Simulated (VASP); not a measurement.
# BaZrO3 (Pm-3m) in VASP: density of states with PBE

Aim: the density of states of BaZrO3 with PBE.

Program: VASP 6.6.1. These are calculated values, not measurements. Logs are shortened: lines on timing, memory, paths and dates and some standing lists are left out, and cuts for length are marked.

## Step 1: The cell of the first run

Symmetry: Pm-3m, No. 221, cubic system. The conventional cell has a = 4.237 Å, b = 4.237 Å, c = 4.237 Å, α = 90.00°, β = 90.00°, γ = 90.00°. Ba (site symmetry m-3m) has 12 O at 3.00 Å and 8 Zr at 3.67 Å within 3.9 Å. Zr (site symmetry m-3m) has 6 O at 2.12 Å within 2.8 Å. O (site symmetry 4/mmm) has 2 Zr at 2.12 Å within 2.8 Å.

## Step 2: Density of states, PBE

POSCAR

```
BaZrO3
1.0
    4.2373750000      0.0000000000      0.0000000000
    0.0000000000      4.2373750000      0.0000000000
    0.0000000000      0.0000000000      4.2373750000
Ba Zr O
1 1 3
Direct
    0.5000000000      0.5000000000      0.5000000000
    0.0000000000      0.0000000000      0.0000000000
    0.5000000000      0.0000000000      0.0000000000
    0.0000000000      0.5000000000      0.0000000000
    0.0000000000      0.0000000000      0.5000000000
```

INCAR.step1

```
PREC = Accurate
ENCUT = 520
EDIFF = 1E-6
ISMEAR = -1
SIGMA = 0.0137
LREAL = False
LASPH = True
NELM = 80
ALGO = Normal
ISIF = 2
LWAVE = False
LCHARG = True
LMAXMIX = 4
GGA = PE
NBANDS = 28
```

KPOINTS.step1

```
regular mesh
0
Gamma
  6 6 6
```

INCAR.step2

```
PREC = Accurate
ENCUT = 520
EDIFF = 1E-6
ISMEAR = -5
SIGMA = 0.0137
LREAL = False
LASPH = True
NELM = 80
ALGO = Normal
ISIF = 2
LWAVE = False
LCHARG = False
LMAXMIX = 4
GGA = PE
LORBIT = 11
NBANDS = 28
NEDOS = 2001
ICHARG = 11
```

KPOINTS.step2

```
regular mesh
0
Gamma
  9 9 9
```

Potentials or basis: VASP PAW PBE potentials, release 64 (Ba_sv, Zr_sv, O).

On the command line:

```sh
$ cat potpaw_PBE.64/Ba_sv/POTCAR potpaw_PBE.64/Zr_sv/POTCAR potpaw_PBE.64/O/POTCAR > POTCAR
$ cp INCAR.step1 INCAR
$ cp KPOINTS.step1 KPOINTS
$ mpirun -np 1 vasp_std > vasp.out
$ cp INCAR.step2 INCAR
$ cp KPOINTS.step2 KPOINTS
$ mpirun -np 1 vasp_std > vasp.out
```

OUTCAR:

```text
PREC = Accurate
   ENCUT = 520
   EDIFF = 1E-6
   ISMEAR = -5
   LREAL = False
   LASPH = True
   NELM = 80
   ISIF = 2
   GGA = PE
   LORBIT = 11
   ICHARG = 11

 ion  position               nearest neighbor table
   1  0.500  0.500  0.500-   3 3.00   4 3.00   5 3.00   3 3.00   4 3.00   3 3.00   5 3.00   3 3.00
                             4 3.00   5 3.00   4 3.00   5 3.00   2 3.67   2 3.67   2 3.67   2 3.67
   2  0.000  0.000  0.000-   3 2.12   4 2.12   5 2.12   5 2.12   4 2.12   3 2.12   1 3.67   1 3.67
                             1 3.67   1 3.67   1 3.67   1 3.67   1 3.67   1 3.67
   3  0.500  0.000  0.000-   2 2.12   2 2.12   1 3.00   1 3.00   1 3.00   1 3.00
   4  0.000  0.500  0.000-   2 2.12   2 2.12   1 3.00   1 3.00   1 3.00   1 3.00
   5  0.000  0.000  0.500-   2 2.12   2 2.12   1 3.00   1 3.00   1 3.00   1 3.00

  LATTYP: Found a simple cubic cell.
 ALAT       =     4.2373750000

  Lattice vectors:

 A1 = (   4.2373750000,   0.0000000000,   0.0000000000)
 A2 = (   0.0000000000,   4.2373750000,   0.0000000000)
 A3 = (   0.0000000000,   0.0000000000,   4.2373750000)

Analysis of symmetry for initial positions (statically):
=====================================================================
 Subroutine PRICEL returns:
 Original cell was already a primitive cell.

 Routine SETGRP: Setting up the symmetry group for a
 simple cubic supercell.

 Subroutine GETGRP returns: Found 48 space group operations
 (whereof 48 operations were pure point group operations)
 out of a pool of 48 trial point group operations.

The static configuration has the point symmetry O_h .

Analysis of symmetry for dynamics (positions and initial velocities):
=====================================================================
 Subroutine PRICEL returns:
 Original cell was already a primitive cell.

 Routine SETGRP: Setting up the symmetry group for a
 simple cubic supercell.

 Subroutine GETGRP returns: Found 48 space group operations
 (whereof 48 operations were pure point group operations)
 out of a pool of 48 trial point group operations.

The dynamic configuration has the point symmetry O_h .

 Subroutine INISYM returns: Found 48 space group operations
 (whereof 48 operations are pure point group operations),
 and found     1 'primitive' translations

----------------------------------------------------------------------------------------

                                     Primitive cell

  volume of cell :      76.0835

  direct lattice vectors                    reciprocal lattice vectors
     4.237375000  0.000000000  0.000000000     0.235995162  0.000000000  0.000000000
     0.000000000  4.237375000  0.000000000     0.000000000  0.235995162  0.000000000
     0.000000000  0.000000000  4.237375000     0.000000000  0.000000000  0.235995162

  length of vectors
     4.237375000  4.237375000  4.237375000     0.235995162  0.235995162  0.235995162

  position of ions in fractional coordinates (direct lattice)
     0.500000000  0.500000000  0.500000000
     0.000000000  0.000000000  0.000000000
     0.500000000  0.000000000  0.000000000
     0.000000000  0.500000000  0.000000000
     0.000000000  0.000000000  0.500000000

  ion indices of the primitive-cell ions
   primitive index   ion index
                 1           1
                 2           2
                 3           3
                 4           4
                 5           5

----------------------------------------------------------------------------------------

 KPOINTS: regular mesh

Automatic generation of k-mesh.
 Grid dimensions read from file:
 generate k-points for:    9    9    9

 Generating k-lattice:

  Cartesian coordinates                     Fractional coordinates (reciprocal lattice)
     0.026221685  0.000000000  0.000000000     0.111111111  0.000000000  0.000000000
     0.000000000  0.026221685  0.000000000     0.000000000  0.111111111  0.000000000
     0.000000000  0.000000000  0.026221685     0.000000000  0.000000000  0.111111111

  Length of vectors
     0.026221685  0.026221685  0.026221685

  Shift w.r.t. Gamma in fractional coordinates (k-lattice)
     0.000000000  0.000000000  0.000000000

 TETIRR: Found    353 inequivalent tetrahedra from     4374

 Subroutine IBZKPT returns following result:
 ===========================================

 Found     35 irreducible k-points:

 Following reciprocal coordinates:
            Coordinates               Weight
  0.000000  0.000000  0.000000      1.000000
  0.111111  0.000000  0.000000      6.000000
  0.222222  0.000000  0.000000      6.000000
  0.333333  0.000000  0.000000      6.000000
  0.444444  0.000000  0.000000      6.000000
  0.111111  0.111111  0.000000     12.000000
[... 16 lines left out ...]
  0.333333  0.333333  0.111111     24.000000
  0.444444  0.333333  0.111111     48.000000
 [... further k-points ...]
   k-points           NKPTS =     35   k-points in BZ     NKDIM =     35   number of bands    NBANDS=     28
   number of dos      NEDOS =   2001   number of ions     NIONS =      5
   total plane-waves  NPLWV =  32768
   dimension x,y,z NGX =    32 NGY =   32 NGZ =   32
   dimension x,y,z NGXF=    64 NGYF=   64 NGZF=   64
   ions per type =               1   1   3
   NGX,Y,Z   is equivalent  to a cutoff of  12.55, 12.55, 12.55 a.u.
   NGXF,Y,Z  is equivalent  to a cutoff of  25.11, 25.11, 25.11 a.u.
 SYSTEM =  unknown system
   PREC   = accura    normal or accurate (medium, high low for compatibility)
   ISTART =      0    job   : 0-new  1-cont  2-samecut
   ICHARG =     11    charge: 1-file 2-atom 10-const
   ISPIN  =      1    spin polarized calculation?
   LNONCOLLINEAR =      F non collinear calculations
   LSORBIT =      F    spin-orbit coupling
   LASPH  =      T    aspherical Exc in radial PAW
   ENCUT  =  520.0 eV  38.22 Ry    6.18 a.u.   7.88  7.88  7.88*2*pi/ulx,y,z
   NELM   =     80;   NELMIN=  2; NELMDL=  0     # of ELM steps
   EDIFF  = 0.1E-05   stopping-criterion for ELM
   LREAL  =      F    real-space projection
   EDIFFG = 0.1E-04   stopping-criterion for IOM
   NSW    =      0    number of steps for IOM
   IBRION =     -1    ionic relax: 0-MD 1-quasi-New 2-CG
   NFREE  =      0    steps in history (QN), initial steepest desc. (CG)
   ISIF   =      2    stress and relaxation
   ISYM   =      2    0-nonsym 1-usesym 2-fastsym
   POTIM  = 0.5000    time-step for ionic-motion
   TEBEG  =    0.0;   TEEND  =   0.0 temperature during run
   PSTRESS=    0.0 pullay stress
   NELECT =      40.0000    total number of electrons
   NUPDOWN=      -1.0000    fix difference up-down
   EMIN   =  10.00;   EMAX   =-10.00  energy-range for DOS
   EFERMI =   0.00;   METHOD = LEGACY
   ISMEAR =    -5;   SIGMA  =   0.01  broadening in eV -4-tet -1-fermi 0-gaus
   EFERMI_NEDOS =   21; number of points for ismear=-14 and -15
   IALGO  =     38    algorithm
   IMIX   =      4    mixing-type and parameters
     AMIX     =   0.40;   BMIX     =  1.00
     AMIX_MAG =   1.60;   BMIX_MAG =  1.00
  volume/ion in A,a.u.               =      15.22       102.69
  Fermi-wavevector in a.u.,A,eV,Ry     =   1.321289  2.496875 23.753126  1.745805
  Thomas-Fermi vector in A             =   2.451054
   LORBIT       =     11    0 simple, 1 ext, 2 COOP (PROOUT), +10 PAW based schemes
   GGA     = PE    functional components
   LHFCALC =     F    Hartree Fock is set to
   AEXX    =    0.0000 exact exchange contribution
   IVDW    =     0    specifies the selected vdW correction
   LEPSILON=     F    determine dielectric tensor
   LRPA    =     F    only Hartree local field effects (RPA)
 non-spin polarized calculation
 Fermi weights with tetrahedron method with Bloechl corrections
  energy-cutoff  :      520.00
  volume of cell :       76.08
 maximum number of plane-waves:      2103
 NGX is ok and might be reduce to    32

 number of electron      39.9999984 magnetization

 Free energy of the ion-electron system (eV)
  ---------------------------------------------------
  ext. energy  EPLUGINS =         0.00000000
  ---------------------------------------------------
  free energy    TOTEN  =       -41.72566723 eV

  energy without entropy =      -41.72566723  energy(sigma->0) =      -41.72566723

 E-fermi :   3.5297     XC(G=0): -10.6066

 val. band max:        3.5267815929   @ k =   0.4444   0.4444   0.4444
 cond. band min:       6.6744942491   @ k =   0.0000   0.0000   0.0000
 fundamental gap:      3.1477126561
 Fermi energy:         3.5297209984

 k-point     1 :       0.0000    0.0000    0.0000
  band No.  band energies     occupation
      1     -43.6654      2.00000
      2     -21.8595      2.00000
      3     -21.7834      2.00000
      4     -21.7834      2.00000
      5     -21.7834      2.00000
      6     -12.7557      2.00000
[... 20 lines left out ...]
     27      10.6635      0.00000
     28      10.6636      0.00000

 k-point     2 :       0.1111    0.0000    0.0000
  band No.  band energies     occupation
      1     -43.6651      2.00000
      2     -21.9050      2.00000
      3     -21.7827      2.00000
      4     -21.7827      2.00000
      5     -21.7574      2.00000
      6     -12.7460      2.00000
[... 20 lines left out ...]
     27      10.6639      0.00000
     28      11.0506      0.00000

 k-point     3 :       0.2222    0.0000    0.0000
  band No.  band energies     occupation
      1     -43.6643      2.00000
      2     -21.9869      2.00000
      3     -21.7809      2.00000
      4     -21.7809      2.00000
      5     -21.7237      2.00000
      6     -12.7757      2.00000
[... 616 lines left out ...]
      3     -21.9390      2.00000
      4     -21.8034      2.00000
      5     -21.7253      2.00000
      6     -12.5420      2.00000
[... 20 lines left out ...]
     27      11.4050      0.00000
     28      12.1499      0.00000

 k-point    24 :       0.4444    0.3333    0.1111
  band No.  band energies     occupation
      1     -43.6604      2.00000
      2     -22.0215      2.00000
      3     -21.9404      2.00000
      4     -21.8000      2.00000
      5     -21.7444      2.00000
      6     -12.5240      2.00000
[... 20 lines left out ...]
     27      11.7310      0.00000
     28      12.2019      0.00000

 [... further k-points ...]
[... 5 lines left out ...]
  --------------------------------------------------------------------------------------
  -------------------------------------------------------------------------------------
  Total       -0.0730224     -0.0730224     -0.0730224     -0.0000000      0.0000000     -0.0000000
  in kB       -1.5377162     -1.5377162     -1.5377162     -0.0000000      0.0000000     -0.0000000
  external PRESSURE =      -1.5377162 kB  Pullay stress =       0.0000000 kB

 VOLUME and BASIS-vectors are now :
 -----------------------------------------------------------------------------
  energy-cutoff  :      520.00
  volume of cell :       76.08
      direct lattice vectors                 reciprocal lattice vectors
     4.237375000  0.000000000  0.000000000     0.235995162  0.000000000  0.000000000
     0.000000000  4.237375000  0.000000000     0.000000000  0.235995162  0.000000000
     0.000000000  0.000000000  4.237375000     0.000000000  0.000000000  0.235995162

 POSITION                                       TOTAL-FORCE (eV/Angst)
 -----------------------------------------------------------------------------------
      2.11869      2.11869      2.11869         0.000000      0.000000      0.000000
      0.00000      0.00000      0.00000         0.000000      0.000000      0.000000
      2.11869      0.00000      0.00000         0.000000      0.000000      0.000000
      0.00000      2.11869      0.00000         0.000000      0.000000      0.000000
      0.00000      0.00000      2.11869         0.000000      0.000000      0.000000
 -----------------------------------------------------------------------------------
    total drift:                                0.000000      0.000000     -0.000000

  FREE ENERGIE OF THE ION-ELECTRON SYSTEM (eV)
  ---------------------------------------------------
  free  energy   TOTEN  =       -41.7256672344 eV

  energy  without entropy=      -41.7256672344  energy(sigma->0) =      -41.72566723

 total charge

# of ion       s       p       d       tot
------------------------------------------
    1        2.000   5.631   0.254   7.884
    2        2.192   6.075   1.388   9.655
    3        1.560   3.471   0.000   5.031
    4        1.560   3.471   0.000   5.031
    5        1.560   3.471   0.000   5.031
--------------------------------------------------
tot          8.871  22.118   1.642  32.631
```

Wall time 90 s (1 thread of AMD EPYC 7R43 (Zen 3), shared host); peak memory 0.18 GiB.

What came out:

```
Valence electrons inside the program's atomic spheres : Ba 7.88; Zr 9.65; O 5.03
```

Levels at points of the mesh, in eV from the valence-band top:
| k point | band 17 | band 18 | band 19 | band 20 | band 21 | band 22 | band 23 | band 24 |
| --- | --- | --- | --- | --- | --- | --- | --- | --- |
| (0.00, 0.00, 0.00) | -0.91 | -0.23 | -0.23 | -0.23 | 3.15 | 3.15 | 3.15 | 4.64 |

Caveat: spin-orbit coupling is left out, which moves the levels of the heavy elements.
